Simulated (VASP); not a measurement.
# BaF2 (Fm-3m) in VASP: a series of runs

Runs on BaF2. Level: PBE. Tasks: single point.

All numbers are computed with VASP 6.6.1; they aren't measurements. Logs are shortened: lines on timing, memory, paths and dates and some standing lists are left out, and cuts for length are marked.

**1. The cell of the first run**

The structure is cubic, space group Fm-3m (No. 225). Conventional cell: a = 6.246 Å, b = 6.246 Å, c = 6.246 Å, α = 90.00°, β = 90.00°, γ = 90.00°. Ba (site symmetry m-3m) has 8 F at 2.70 Å within 3.6 Å. Within 3.6 Å of F (site symmetry -43m) lie 4 Ba at 2.70 Å and 6 F at 3.12 Å.

**2. Single point, PBE**

Contents of INCAR:

```
SYSTEM = BaF2
PREC     = Accurate       ! precision mode
ENCUT    = 600            ! plane-wave cutoff, eV
EDIFF    = 1E-6           ! SCF threshold, eV
ISMEAR   = -1             ! smearing method
SIGMA    = 0.02           ! smearing width, eV
LREAL    = .FALSE.        ! projectors in reciprocal space
LASPH    = .TRUE.         ! aspherical terms in the spheres
NELM     = 120            ! most SCF steps
ALGO     = Normal         ! electronic algorithm
ISIF     = 2              ! what is computed and relaxed
LWAVE    = .FALSE.        ! write WAVECAR
LCHARG   = .FALSE.        ! write CHGCAR
GGA      = PE             ! functional
NBANDS   = 19             ! bands
GGA_COMPAT= .FALSE.
```

Contents of KPOINTS:

```
regular mesh
0
G
  6 6 6
  0 0 0
```

Contents of POSCAR:

```
BaF2
1.0
    0.0000000000      3.1229292362      3.1229292362
    3.1229292362      0.0000000000      3.1229292362
    3.1229292362      3.1229292362      0.0000000000
Ba F
1 2
Direct
    0.0000000000      0.0000000000      0.0000000000
    0.7500000000      0.7500000000      0.7500000000
    0.2500000000      0.2500000000      0.2500000000
```

Potentials or basis: VASP PAW PBE potentials, release 64 (Ba_sv, F).

Launch:

```console
$ cat potpaw_PBE.64/Ba_sv/POTCAR potpaw_PBE.64/F/POTCAR > POTCAR
$ mpirun -np 1 vasp_std > vasp.out
```

OUTCAR:

```text
SYSTEM = BaF2
   PREC = Accurate
   ENCUT = 600
   EDIFF = 1E-6
   ISMEAR = -1
   LREAL = .FALSE.
   LASPH = .TRUE.
   NELM = 120
   ISIF = 2
   GGA = PE

 ion  position               nearest neighbor table
   1  0.000  0.000  0.000-   2 2.70   2 2.70   2 2.70   2 2.70   3 2.70   3 2.70   3 2.70   3 2.70

   2  0.750  0.750  0.750-   1 2.70   1 2.70   1 2.70   1 2.70
   3  0.250  0.250  0.250-   1 2.70   1 2.70   1 2.70   1 2.70

  LATTYP: Found a face centered cubic cell.
 ALAT       =     6.2458584724

  Lattice vectors:

 A1 = (   0.0000000000,   3.1229292362,   3.1229292362)
 A2 = (   3.1229292362,   0.0000000000,   3.1229292362)
 A3 = (   3.1229292362,   3.1229292362,   0.0000000000)

Analysis of symmetry for initial positions (statically):
=====================================================================
 Subroutine PRICEL returns:
 Original cell was already a primitive cell.

 Routine SETGRP: Setting up the symmetry group for a
 face centered cubic supercell.

 Subroutine GETGRP returns: Found 48 space group operations
 (whereof 48 operations were pure point group operations)
 out of a pool of 48 trial point group operations.

The static configuration has the point symmetry O_h .

Analysis of symmetry for dynamics (positions and initial velocities):
=====================================================================
 Subroutine PRICEL returns:
 Original cell was already a primitive cell.

 Routine SETGRP: Setting up the symmetry group for a
 face centered cubic supercell.

 Subroutine GETGRP returns: Found 48 space group operations
 (whereof 48 operations were pure point group operations)
 out of a pool of 48 trial point group operations.

The dynamic configuration has the point symmetry O_h .

 Subroutine INISYM returns: Found 48 space group operations
 (whereof 48 operations are pure point group operations),
 and found     1 'primitive' translations

----------------------------------------------------------------------------------------

                                     Primitive cell

  volume of cell :      60.9139

  direct lattice vectors                    reciprocal lattice vectors
     0.000000000  3.122929236  3.122929236    -0.160106093  0.160106093  0.160106093
     3.122929236  0.000000000  3.122929236     0.160106093 -0.160106093  0.160106093
     3.122929236  3.122929236  0.000000000     0.160106093  0.160106093 -0.160106093

  length of vectors
     4.416488880  4.416488880  4.416488880     0.277311888  0.277311888  0.277311888

  position of ions in fractional coordinates (direct lattice)
     0.000000000  0.000000000  0.000000000
     0.750000000  0.750000000  0.750000000
     0.250000000  0.250000000  0.250000000

  ion indices of the primitive-cell ions
   primitive index   ion index
                 1           1
                 2           2
                 3           3

----------------------------------------------------------------------------------------

 KPOINTS: regular mesh

Automatic generation of k-mesh.
 Grid dimensions read from file:
 generate k-points for:    6    6    6

 Generating k-lattice:

  Cartesian coordinates                     Fractional coordinates (reciprocal lattice)
    -0.026684349  0.026684349  0.026684349     0.166666667  0.000000000  0.000000000
     0.026684349 -0.026684349  0.026684349     0.000000000  0.166666667  0.000000000
     0.026684349  0.026684349 -0.026684349     0.000000000  0.000000000  0.166666667

  Length of vectors
     0.046218648  0.046218648  0.046218648

  Shift w.r.t. Gamma in fractional coordinates (k-lattice)
     0.000000000  0.000000000  0.000000000

 Subroutine IBZKPT returns following result:
 ===========================================

 Found     16 irreducible k-points:

 Following reciprocal coordinates:
            Coordinates               Weight
  0.000000  0.000000  0.000000      1.000000
  0.166667  0.000000  0.000000      8.000000
  0.333333  0.000000  0.000000      8.000000
  0.500000  0.000000  0.000000      4.000000
  0.166667  0.166667  0.000000      6.000000
  0.333333  0.166667  0.000000     24.000000
[... 8 lines left out ...]
 -0.333333  0.333333  0.166667     24.000000
 -0.333333  0.500000  0.166667     12.000000
   k-points           NKPTS =     16   k-points in BZ     NKDIM =     16   number of bands    NBANDS=     19
   number of dos      NEDOS =    301   number of ions     NIONS =      3
   total plane-waves  NPLWV =  46656
   dimension x,y,z NGX =    36 NGY =   36 NGZ =   36
   dimension x,y,z NGXF=    72 NGYF=   72 NGZF=   72
   ions per type =               1   2
   NGX,Y,Z   is equivalent  to a cutoff of  13.55, 13.55, 13.55 a.u.
   NGXF,Y,Z  is equivalent  to a cutoff of  27.10, 27.10, 27.10 a.u.
 SYSTEM =  BaF2
   PREC   = accura    normal or accurate (medium, high low for compatibility)
   ISTART =      0    job   : 0-new  1-cont  2-samecut
   ICHARG =      2    charge: 1-file 2-atom 10-const
   ISPIN  =      1    spin polarized calculation?
   LNONCOLLINEAR =      F non collinear calculations
   LSORBIT =      F    spin-orbit coupling
   LASPH  =      T    aspherical Exc in radial PAW
   ENCUT  =  600.0 eV  44.10 Ry    6.64 a.u.   8.82  8.82  8.82*2*pi/ulx,y,z
   NELM   =    120;   NELMIN=  2; NELMDL= -5     # of ELM steps
   EDIFF  = 0.1E-05   stopping-criterion for ELM
   LREAL  =      F    real-space projection
   EDIFFG = 0.1E-04   stopping-criterion for IOM
   NSW    =      0    number of steps for IOM
   IBRION =     -1    ionic relax: 0-MD 1-quasi-New 2-CG
   NFREE  =      0    steps in history (QN), initial steepest desc. (CG)
   ISIF   =      2    stress and relaxation
   ISYM   =      2    0-nonsym 1-usesym 2-fastsym
   POTIM  = 0.5000    time-step for ionic-motion
   TEBEG  =    0.0;   TEEND  =   0.0 temperature during run
   PSTRESS=    0.0 pullay stress
   NELECT =      24.0000    total number of electrons
   NUPDOWN=      -1.0000    fix difference up-down
   EMIN   =  10.00;   EMAX   =-10.00  energy-range for DOS
   EFERMI =   0.00;   METHOD = LEGACY
   ISMEAR =    -1;   SIGMA  =   0.02  broadening in eV -4-tet -1-fermi 0-gaus
   EFERMI_NEDOS =   21; number of points for ismear=-14 and -15
   IALGO  =     38    algorithm
   IMIX   =      4    mixing-type and parameters
     AMIX     =   0.40;   BMIX     =  1.00
     AMIX_MAG =   1.60;   BMIX_MAG =  1.00
  volume/ion in A,a.u.               =      20.30       137.02
  Fermi-wavevector in a.u.,A,eV,Ry     =   1.200162  2.267977 19.597671  1.440388
  Thomas-Fermi vector in A             =   2.336005
   LORBIT       =      0    0 simple, 1 ext, 2 COOP (PROOUT), +10 PAW based schemes
   GGA     = PE    functional components
   LHFCALC =     F    Hartree Fock is set to
   AEXX    =    0.0000 exact exchange contribution
   IVDW    =     0    specifies the selected vdW correction
   LEPSILON=     F    determine dielectric tensor
   LRPA    =     F    only Hartree local field effects (RPA)
 non-spin polarized calculation
  energy-cutoff  :      600.00
  volume of cell :       60.91
 maximum number of plane-waves:      2085
   NGX = 17   NGY = 17   NGZ = 17

 number of electron      24.0000013 magnetization

 Free energy of the ion-electron system (eV)
  ---------------------------------------------------
  ext. energy  EPLUGINS =         0.00000000
  ---------------------------------------------------
  free energy    TOTEN  =       -17.12814326 eV

  energy without entropy =      -17.12814326  energy(sigma->0) =      -17.12814326

 E-fermi :  -1.6909     XC(G=0):  -8.6001

 val. band max:       -2.1699973518   @ k =  -0.1667   0.1667   0.0000
 cond. band min:       4.5072093690   @ k =   0.0000   0.0000   0.0000
 fundamental gap:      6.6772067208
 Fermi energy:        -1.6908723317

 k-point     1 :       0.0000    0.0000    0.0000
  band No.  band energies     occupation
      1     -25.3192      2.00000
      2     -21.0594      2.00000
      3     -21.0383      2.00000
      4     -10.1865      2.00000
      5     -10.1865      2.00000
      6     -10.1865      2.00000
[... 11 lines left out ...]
     18       9.0499      0.00000
     19      13.1368      0.00000

 k-point     2 :       0.1667    0.0000    0.0000
  band No.  band energies     occupation
      1     -25.2749      2.00000
      2     -21.0986      2.00000
      3     -21.0784      2.00000
      4     -10.2297      2.00000
      5     -10.2239      2.00000
      6     -10.2239      2.00000
[... 11 lines left out ...]
     18       9.0773      0.00000
     19      12.1008      0.00000

 k-point     3 :       0.3333    0.0000    0.0000
  band No.  band energies     occupation
      1     -25.1821      2.00000
      2     -21.2212      2.00000
      3     -21.1192      2.00000
      4     -10.3043      2.00000
      5     -10.2960      2.00000
      6     -10.2960      2.00000
[... 11 lines left out ...]
     18       9.1726      0.00000
     19      11.1605      0.00000

 k-point     4 :       0.5000    0.0000    0.0000
  band No.  band energies     occupation
      1     -25.1333      2.00000
      2     -21.2859      2.00000
      3     -21.1388      2.00000
      4     -10.3365      2.00000
      5     -10.3308      2.00000
      6     -10.3308      2.00000
[... 11 lines left out ...]
     18       9.2483      0.00000
     19      11.4937      0.00000

 k-point     5 :       0.1667    0.1667    0.0000
  band No.  band energies     occupation
      1     -25.2600      2.00000
      2     -21.1143      2.00000
      3     -21.0889      2.00000
      4     -10.2808      2.00000
      5     -10.2808      2.00000
      6     -10.1544      2.00000
[... 11 lines left out ...]
     18       9.1534      0.00000
     19      13.1700      0.00000

 k-point     6 :       0.3333    0.1667    0.0000
  band No.  band energies     occupation
      1     -25.1826      2.00000
      2     -21.2062      2.00000
      3     -21.1327      2.00000
      4     -10.3625      2.00000
      5     -10.3613      2.00000
      6     -10.1750      2.00000
[... 11 lines left out ...]
     18       9.3191      0.00000
     19      11.8200      0.00000

 k-point     7 :       0.5000    0.1667    0.0000
  band No.  band energies     occupation
      1     -25.1176      2.00000
      2     -21.2769      2.00000
      3     -21.1746      2.00000
      4     -10.3908      2.00000
      5     -10.3860      2.00000
      6     -10.2602      2.00000
[... 11 lines left out ...]
     18       9.7119      0.00000
     19      11.4503      0.00000

 k-point     8 :      -0.3333    0.1667    0.0000
  band No.  band energies     occupation
      1     -25.1340      2.00000
      2     -21.2517      2.00000
      3     -21.1719      2.00000
      4     -10.3449      2.00000
      5     -10.3324      2.00000
      6     -10.3267      2.00000
[... 80 lines left out ...]
 k-point    12 :      -0.3333    0.3333    0.0000
  band No.  band energies     occupation
      1     -25.0849      2.00000
      2     -21.2717      2.00000
      3     -21.2353      2.00000
      4     -10.4415      2.00000
      5     -10.4310      2.00000
      6     -10.2358      2.00000
[... 11 lines left out ...]
     18      10.9572      0.00000
     19      12.2422      0.00000

 k-point    13 :       0.5000    0.5000    0.0000
  band No.  band energies     occupation
      1     -25.0685      2.00000
      2     -21.3561      2.00000
      3     -21.1756      2.00000
      4     -10.5430      2.00000
      5     -10.5430      2.00000
      6     -10.0445      2.00000
[... 11 lines left out ...]
     18      10.5271      0.00000
     19      12.4600      0.00000

 k-point    14 :       0.5000    0.3333    0.1667
  band No.  band energies     occupation
      1     -25.1182      2.00000
      2     -21.2609      2.00000
      3     -21.1892      2.00000
      4     -10.4570      2.00000
      5     -10.3812      2.00000
      6     -10.2010      2.00000
[... 11 lines left out ...]
     18      10.0646      0.00000
     19      12.1119      0.00000

 k-point    15 :      -0.3333    0.3333    0.1667
  band No.  band energies     occupation
      1     -25.0849      2.00000
      2     -21.2720      2.00000
      3     -21.2350      2.00000
      4     -10.5031      2.00000
      5     -10.3029      2.00000
      6     -10.3023      2.00000
[... 11 lines left out ...]
     18      11.0513      0.00000
     19      11.6283      0.00000

 k-point    16 :      -0.3333    0.5000    0.1667
  band No.  band energies     occupation
      1     -25.0684      2.00000
      2     -21.3121      2.00000
      3     -21.2219      2.00000
      4     -10.5538      2.00000
      5     -10.4173      2.00000
      6     -10.1680      2.00000
[... 11 lines left out ...]
     18      12.0580      0.00000
     19      12.2848      0.00000

------------------------ aborting loop because EDIFF is reached ----------------------------------------

  FORCE on cell =-STRESS in cart. coord.  units (eV):
  Direction    XX          YY          ZZ          XY          YZ          ZX
  --------------------------------------------------------------------------------------
  -------------------------------------------------------------------------------------
  Total        0.3484495      0.3484495      0.3484495      0.0000000     -0.0000000      0.0000000
  in kB        9.1650324      9.1650324      9.1650324      0.0000000     -0.0000000      0.0000000
  external PRESSURE =       9.1650324 kB  Pullay stress =       0.0000000 kB

 VOLUME and BASIS-vectors are now :
 -----------------------------------------------------------------------------
  energy-cutoff  :      600.00
  volume of cell :       60.91
      direct lattice vectors                 reciprocal lattice vectors
     0.000000000  3.122929236  3.122929236    -0.160106093  0.160106093  0.160106093
     3.122929236  0.000000000  3.122929236     0.160106093 -0.160106093  0.160106093
     3.122929236  3.122929236  0.000000000     0.160106093  0.160106093 -0.160106093

 POSITION                                       TOTAL-FORCE (eV/Angst)
 -----------------------------------------------------------------------------------
      0.00000      0.00000      0.00000         0.000000     -0.000000      0.000000
      4.68439      4.68439      4.68439         0.000000      0.000000      0.000000
      1.56146      1.56146      1.56146        -0.000000      0.000000     -0.000000
 -----------------------------------------------------------------------------------
    total drift:                                0.000000      0.000000      0.000000

  FREE ENERGIE OF THE ION-ELECTRON SYSTEM (eV)
  ---------------------------------------------------
  free  energy   TOTEN  =       -17.1281432562 eV

  energy  without entropy=      -17.1281432562  energy(sigma->0) =      -17.12814326
```

Wall time 12 s (1 thread of Intel Xeon 6975P-C (Granite Rapids), shared host); peak memory 0.2 GiB.

Results:

| Quantity | Value |
| --- | --- |
| Free energy | -17.1281 eV |
| Pressure | 0.9 GPa |
| Band gap on the k mesh | 6.68 eV (least direct gap 6.73 eV) |

Caveat: spin-orbit coupling is left out, which moves the levels of the heavy elements.

**3. Single point, PBE**

This run uses another cell than the first one, of 19.81 Å³/atom.

Contents of INCAR:

```
SYSTEM = BaF2
  PREC = Accurate
  ENCUT = 600
  EDIFF = 1E-6
  ISMEAR = -1
  SIGMA = 0.02
  LREAL = .False.
  LASPH = .True.
  NELM = 120
  ALGO = Normal
  ISIF = 2
  LWAVE = .False.
  LCHARG = .True.
  GGA = PE
  LELF = .True.
  LVHAR = .True.
  NBANDS = 19
  GGA_COMPAT = .False.
```

Contents of KPOINTS:

```
Automatic mesh
0
Gamma
  8 8 8
  0 0 0
```

Contents of POSCAR:

```
BaF2
1.0
    0.0000000000      3.0971615099      3.0971615099
    3.0971615099      0.0000000000      3.0971615099
    3.0971615099      3.0971615099      0.0000000000
Ba F
1 2
Direct
    0.0000000000      0.0000000000      0.0000000000
    0.7500000000      0.7500000000      0.7500000000
    0.2500000000      0.2500000000      0.2500000000
```

Potentials or basis: VASP PAW PBE potentials, release 64 (Ba_sv, F).

Launch:

```console
$ cat potpaw_PBE.64/Ba_sv/POTCAR potpaw_PBE.64/F/POTCAR > POTCAR
$ mpirun -np 1 vasp_std > vasp.out
```

Wall time 19 s (1 thread of Intel Xeon 6975P-C (Granite Rapids), shared host); peak memory 0.21 GiB.

The run converged. Its results:

| Quantity | Value |
| --- | --- |
| Free energy | -17.1099 eV |
| Pressure | 2.5 GPa |
| Band gap on the k mesh | 6.78 eV (least direct gap 6.86 eV) |

Levels at points of the mesh, in eV from the valence-band top:
```
           k point  band 10  band 11  band 12  band 13  band 14  band 15
(0.00, 0.00, 0.00)    -0.08    -0.08    -0.08     6.78     9.19     9.19
(0.50, 0.00, 0.00)    -0.35    -0.17    -0.17     9.12     9.19     9.19
(0.50, 0.50, 0.00)    -0.33    -0.33    -0.13     7.25     9.01    10.68
```

Caveat: spin-orbit coupling is left out, which moves the levels of the heavy elements. A k mesh can miss the band edges.
